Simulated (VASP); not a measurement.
# Pt (Im-3m) in VASP: notebook

Runs on Pt. Level: PBEsol. Tasks: single point, relaxation of cell and atoms.

Everything below comes from runs of VASP 6.6.1. Logs are shortened: lines on timing, memory, paths and dates and some standing lists are left out, and cuts for length are marked.

### 1 The cell of the first run

The structure is cubic, space group Im-3m (No. 229). The conventional cell has a = 3.121 Å, b = 3.121 Å, c = 3.121 Å, α = 90.00°, β = 90.00°, γ = 90.00°. Pt (site symmetry m-3m) has 14 Pt at 2.70 to 3.12 Å within 3.6 Å.

### 2 Single point, PBEsol

Input file INCAR:

```
SYSTEM = Pt
  PREC = Accurate
  ENCUT = 520
  EDIFF = 1E-6
  ISMEAR = -1
  SIGMA = 0.05
  LREAL = .False.
  LASPH = .True.
  NELM = 100
  ALGO = Normal
  ISIF = 2
  LWAVE = .False.
  LCHARG = .True.
  GGA = PS
  LELF = .True.
  LVHAR = .True.
  NBANDS = 11
```

Input file KPOINTS:

```
regular mesh
0
Gamma
  12 12 12
  0 0 0
```

Input file POSCAR:

```
Pt
1.0
   -1.5602805922      1.5602805922      1.5602805922
    1.5602805922     -1.5602805922      1.5602805922
    1.5602805922      1.5602805922     -1.5602805922
Pt
1
Direct
    0.0000000000      0.0000000000      0.0000000000
```

Potentials or basis: VASP PAW PBE potentials, release 64 (Pt).

Run with:

```console
$ cat potpaw_PBE.64/Pt/POTCAR > POTCAR
$ mpirun -np 1 vasp_std > vasp.out
```

OUTCAR:

```text
SYSTEM = Pt
   PREC = Accurate
   ENCUT = 520
   EDIFF = 1E-6
   ISMEAR = -1
   LREAL = .False.
   LASPH = .True.
   NELM = 100
   ISIF = 2
   GGA = PS

 ion  position               nearest neighbor table
   1  0.000  0.000  0.000-

  LATTYP: Found a body centered cubic cell.
 ALAT       =     3.1205611844

  Lattice vectors:

 A1 = (  -1.5602805922,   1.5602805922,   1.5602805922)
 A2 = (   1.5602805922,  -1.5602805922,   1.5602805922)
 A3 = (   1.5602805922,   1.5602805922,  -1.5602805922)

Analysis of symmetry for initial positions (statically):
=====================================================================
 Subroutine PRICEL returns:
 Original cell was already a primitive cell.

 Routine SETGRP: Setting up the symmetry group for a
 body centered cubic supercell.

 Subroutine GETGRP returns: Found 48 space group operations
[... 9 lines left out ...]

 Routine SETGRP: Setting up the symmetry group for a
 body centered cubic supercell.

 Subroutine GETGRP returns: Found 48 space group operations
[... 11 lines left out ...]
                                     Primitive cell

  volume of cell :      15.1939

  direct lattice vectors                    reciprocal lattice vectors
    -1.560280592  1.560280592  1.560280592     0.000000000  0.320455181  0.320455181
     1.560280592 -1.560280592  1.560280592     0.320455181  0.000000000  0.320455181
     1.560280592  1.560280592 -1.560280592     0.320455181  0.320455181  0.000000000

  length of vectors
     2.702485260  2.702485260  2.702485260     0.453192063  0.453192063  0.453192063

  position of ions in fractional coordinates (direct lattice)
     0.000000000  0.000000000  0.000000000

  ion indices of the primitive-cell ions
   primitive index   ion index
                 1           1

----------------------------------------------------------------------------------------

 KPOINTS: regular mesh

Automatic generation of k-mesh.
 Grid dimensions read from file:
 generate k-points for:   12   12   12

 Generating k-lattice:

  Cartesian coordinates                     Fractional coordinates (reciprocal lattice)
     0.000000000  0.026704598  0.026704598     0.083333333  0.000000000  0.000000000
     0.026704598  0.000000000  0.026704598     0.000000000  0.083333333  0.000000000
     0.026704598  0.026704598  0.000000000     0.000000000  0.000000000  0.083333333

  Length of vectors
     0.037766005  0.037766005  0.037766005

  Shift w.r.t. Gamma in fractional coordinates (k-lattice)
     0.000000000  0.000000000  0.000000000

 Subroutine IBZKPT returns following result:
 ===========================================

 Found     72 irreducible k-points:

 Following reciprocal coordinates:
            Coordinates               Weight
  0.000000  0.000000  0.000000      1.000000
  0.083333  0.000000  0.000000     12.000000
  0.166667  0.000000  0.000000     12.000000
  0.250000  0.000000  0.000000     12.000000
  0.333333  0.000000  0.000000     12.000000
  0.416667  0.000000  0.000000     12.000000
[... 16 lines left out ...]
  0.333333  0.083333  0.083333     24.000000
  0.416667  0.083333  0.083333     12.000000
 [... further k-points ...]
   k-points           NKPTS =     72   k-points in BZ     NKDIM =     72   number of bands    NBANDS=     11
   number of dos      NEDOS =    301   number of ions     NIONS =      1
   total plane-waves  NPLWV =   8000
   dimension x,y,z NGX =    20 NGY =   20 NGZ =   20
   dimension x,y,z NGXF=    40 NGYF=   40 NGZF=   40
   ions per type =               1
   NGX,Y,Z   is equivalent  to a cutoff of  12.30, 12.30, 12.30 a.u.
   NGXF,Y,Z  is equivalent  to a cutoff of  24.61, 24.61, 24.61 a.u.
 SYSTEM =  Pt
   PREC   = accura    normal or accurate (medium, high low for compatibility)
   ISTART =      0    job   : 0-new  1-cont  2-samecut
   ICHARG =      2    charge: 1-file 2-atom 10-const
   ISPIN  =      1    spin polarized calculation?
   LNONCOLLINEAR =      F non collinear calculations
   LSORBIT =      F    spin-orbit coupling
   LASPH  =      T    aspherical Exc in radial PAW
   ENCUT  =  520.0 eV  38.22 Ry    6.18 a.u.   5.02  5.02  5.02*2*pi/ulx,y,z
   NELM   =    100;   NELMIN=  2; NELMDL= -5     # of ELM steps
   EDIFF  = 0.1E-05   stopping-criterion for ELM
   LREAL  =      F    real-space projection
   EDIFFG = 0.1E-04   stopping-criterion for IOM
   NSW    =      0    number of steps for IOM
   IBRION =     -1    ionic relax: 0-MD 1-quasi-New 2-CG
   NFREE  =      0    steps in history (QN), initial steepest desc. (CG)
   ISIF   =      2    stress and relaxation
   ISYM   =      2    0-nonsym 1-usesym 2-fastsym
   POTIM  = 0.5000    time-step for ionic-motion
   TEBEG  =    0.0;   TEEND  =   0.0 temperature during run
   PSTRESS=    0.0 pullay stress
   NELECT =      10.0000    total number of electrons
   NUPDOWN=      -1.0000    fix difference up-down
   EMIN   =  10.00;   EMAX   =-10.00  energy-range for DOS
   EFERMI =   0.00;   METHOD = LEGACY
   ISMEAR =    -1;   SIGMA  =   0.05  broadening in eV -4-tet -1-fermi 0-gaus
   EFERMI_NEDOS =   21; number of points for ismear=-14 and -15
   IALGO  =     38    algorithm
   IMIX   =      4    mixing-type and parameters
     AMIX     =   0.40;   BMIX     =  1.00
     AMIX_MAG =   1.60;   BMIX_MAG =  1.00
  volume/ion in A,a.u.               =      15.19       102.53
  Fermi-wavevector in a.u.,A,eV,Ry     =   1.424029  2.691024 27.590686  2.027858
  Thomas-Fermi vector in A             =   2.544563
   LORBIT       =      0    0 simple, 1 ext, 2 COOP (PROOUT), +10 PAW based schemes
   GGA     = PS    functional components
   LHFCALC =     F    Hartree Fock is set to
   AEXX    =    0.0000 exact exchange contribution
   IVDW    =     0    specifies the selected vdW correction
   LEPSILON=     F    determine dielectric tensor
   LRPA    =     F    only Hartree local field effects (RPA)
 non-spin polarized calculation
  energy-cutoff  :      520.00
  volume of cell :       15.19
 maximum number of plane-waves:       420
   NGX =  9   NGY =  9   NGZ =  9

 number of electron      10.0000000 magnetization

 number of electron       9.9999997 magnetization

 Free energy of the ion-electron system (eV)
  ---------------------------------------------------
  ext. energy  EPLUGINS =         0.00000000
  ---------------------------------------------------
  free energy    TOTEN  =        -6.86948124 eV

  energy without entropy =       -6.86378386  energy(sigma->0) =       -6.86663255

 E-fermi :  10.6533     XC(G=0): -13.5764

 val. band max:       10.6044258670   @ k =   0.5000   0.5000   0.4167
 cond. band min:      10.6996352588   @ k =  -0.4167  -0.4167   0.1667
 fundamental gap:      0.0952093918
 Fermi energy:        10.6533487155

 k-point     1 :       0.0000    0.0000    0.0000
  band No.  band energies     occupation
      1       0.7535      2.00000
      2       7.0275      2.00000
      3       7.0275      2.00000
      4       7.0275      2.00000
      5       9.6885      2.00000
      6       9.6886      2.00000
      7      27.8001      0.00000
      8      27.8001      0.00000
      9      27.8001      0.00000
     10      38.3047      0.00000
     11      38.3047      0.00000

 k-point     2 :       0.0833    0.0000    0.0000
  band No.  band energies     occupation
      1       1.0455      2.00000
      2       6.9099      2.00000
      3       7.0245      2.00000
      4       7.2664      2.00000
      5       9.5393      2.00000
      6       9.6967      2.00000
      7      27.9334      0.00000
      8      28.0525      0.00000
      9      28.2373      0.00000
     10      35.5439      0.00000
     11      36.1600      0.00000

 k-point     3 :       0.1667    0.0000    0.0000
  band No.  band energies     occupation
      1       1.8591      2.00000
      2       6.6024      2.00000
      3       6.9901      2.00000
      4       7.9590      2.00000
      5       9.2823      2.00000
      6       9.7296      2.00000
      7      27.8830      0.00000
      8      27.9085      0.00000
      9      29.4811      0.00000
     10      33.7900      0.00000
     11      33.8080      0.00000

 k-point     4 :       0.2500    0.0000    0.0000
  band No.  band energies     occupation
      1       2.9281      2.00000
      2       6.2108      2.00000
      3       7.0540      2.00000
      4       9.0224      2.00000
      5       9.2266      2.00000
      6       9.8005      2.00000
      7      25.5537      0.00000
      8      26.8416      0.00000
      9      31.3456      0.00000
     10      32.9072      0.00000
     11      33.7314      0.00000

 k-point     5 :       0.3333    0.0000    0.0000
  band No.  band energies     occupation
      1       3.6442      2.00000
      2       5.8471      2.00000
      3       7.8291      2.00000
      4       9.4061      2.00000
      5       9.9042      2.00000
      6      10.2814      1.99882
      7      22.1164      0.00000
      8      25.4051      0.00000
      9      29.9429      0.00000
     10      33.5265      0.00000
     11      34.6570      0.00000
[... 211 lines left out ...]
 k-point    21 :       0.1667    0.0833    0.0833
  band No.  band energies     occupation
      1       3.4357      2.00000
      2       6.1264      2.00000
      3       6.3879      2.00000
      4       9.4222      2.00000
      5       9.7348      2.00000
      6      10.0436      1.99999
      7      25.5972      0.00000
      8      26.6523      0.00000
      9      28.0174      0.00000
     10      30.3332      0.00000
     11      37.1301      0.00000

 k-point    22 :       0.2500    0.0833    0.0833
  band No.  band energies     occupation
      1       4.1983      2.00000
      2       5.7961      2.00000
      3       6.8898      2.00000
      4       9.4980      2.00000
      5       9.9058      2.00000
      6      11.5949      0.00000
      7      21.9216      0.00000
      8      25.2761      0.00000
      9      26.6933      0.00000
     10      32.2151      0.00000
     11      37.6343      0.00000

 k-point    23 :       0.3333    0.0833    0.0833
  band No.  band energies     occupation
      1       4.2928      2.00000
      2       5.5819      2.00000
      3       8.1840      2.00000
      4       9.6188      2.00000
      5      10.0214      1.99999
      6      13.1754      0.00000
      7      18.6612      0.00000
      8      24.2963      0.00000
      9      25.4935      0.00000
     10      34.2158      0.00000
     11      36.1306      0.00000

 k-point    24 :       0.4167    0.0833    0.0833
  band No.  band energies     occupation
      1       4.2547      2.00000
      2       5.5081      2.00000
      3       8.9632      2.00000
      4       9.6442      2.00000
      5      10.0635      1.99998
      6      14.1869      0.00000
      7      16.9380      0.00000
      8      23.9466      0.00000
      9      24.9598      0.00000
     10      35.2251      0.00000
     11      35.5598      0.00000

 [... further k-points ...]
[... 5 lines left out ...]
  --------------------------------------------------------------------------------------
  -------------------------------------------------------------------------------------
  Total       -0.0346343     -0.0346343     -0.0346343      0.0000000      0.0000000      0.0000000
  in kB       -3.6521549     -3.6521549     -3.6521549      0.0000000      0.0000000      0.0000000
  external PRESSURE =      -3.6521549 kB  Pullay stress =       0.0000000 kB

 VOLUME and BASIS-vectors are now :
 -----------------------------------------------------------------------------
  energy-cutoff  :      520.00
  volume of cell :       15.19
      direct lattice vectors                 reciprocal lattice vectors
    -1.560280592  1.560280592  1.560280592     0.000000000  0.320455181  0.320455181
     1.560280592 -1.560280592  1.560280592     0.320455181  0.000000000  0.320455181
     1.560280592  1.560280592 -1.560280592     0.320455181  0.320455181  0.000000000

 POSITION                                       TOTAL-FORCE (eV/Angst)
 -----------------------------------------------------------------------------------
      0.00000      0.00000      0.00000         0.000000      0.000000      0.000000
 -----------------------------------------------------------------------------------
    total drift:                                0.000000     -0.000000      0.000000

  FREE ENERGIE OF THE ION-ELECTRON SYSTEM (eV)
  ---------------------------------------------------
  free  energy   TOTEN  =        -6.8694812420 eV

  energy  without entropy=       -6.8637838570  energy(sigma->0) =       -6.86663255
```

It took 4.2 s on 1 thread of Intel Xeon 6975P-C (Granite Rapids), shared host; peak memory 0.13 GiB.

What came out:

| Property | Result |
| --- | --- |
| Free energy | -6.8695 eV |
| Pressure | -0.4 GPa |
| Band gap on the k mesh | zero (band 5 reaches 11.83 eV, above the bottom of band 6 at 9.52 eV) |

Levels at points of the mesh, in eV from the Fermi level:
| k point | band 2 | band 3 | band 4 | band 5 | band 6 | band 7 | band 8 | band 9 |
| --- | --- | --- | --- | --- | --- | --- | --- | --- |
| (0.00, 0.00, 0.00) | -3.63 | -3.63 | -3.63 | -0.96 | -0.96 | 17.15 | 17.15 | 17.15 |
| (0.50, 0.00, 0.00) | -5.15 | -1.16 | -0.61 | 0.15 | 1.22 | 6.68 | 13.31 | 16.22 |
| (0.50, 0.50, 0.50) | -6.40 | 0.66 | 0.66 | 0.66 | 7.77 | 7.77 | 7.77 | 13.37 |

Caveat: the PAW data sets were made with another functional, which shifts forces and pressure a little; spin-orbit coupling is left out, which moves the levels of the heavy elements.

[end of part 1 of 3]
